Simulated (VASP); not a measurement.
A run of VASP 6.6.1:

INCAR

```
  ALGO = Normal
  EDIFF = 1E-6
  ENCUT = 520
  GGA = PE
  ISIF = 2
  ISMEAR = 0
  IVDW = 12
  LASPH = True
  LCHARG = False
  LREAL = False
  LWAVE = False
  NBANDS = 8
  NELM = 60
  PREC = Accurate
  SIGMA = 0.05
```

File KPOINTS:

```
k-points
0
Gamma
  24 24 24
```

Contents of POSCAR:

```
P
1.0
   -1.3428887050      1.3428887050      1.3428887050
    1.3428887050     -1.3428887050      1.3428887050
    1.3428887050      1.3428887050     -1.3428887050
P
1
Direct
    0.0000000000      0.0000000000      0.0000000000
```

Potentials or basis: VASP PAW PBE potentials, release 64 (P).

Run with:

```console
$ cat potpaw_PBE.64/P/POTCAR > POTCAR
$ mpirun -np 1 vasp_std > vasp.out
```

Hardware: 1 thread of Intel(R) Xeon(R) Platinum 8259CL CPU @ 2.50GHz (Skylake/Cascade Lake), on a shared host.

How long does it take, and how much memory?

Wall time 17 s on 1 thread of Intel(R) Xeon(R) Platinum 8259CL CPU @ 2.50GHz (Skylake/Cascade Lake), with other jobs on the host, peak memory 0.14 GiB. Counts: scf iterations 10, k points 413.
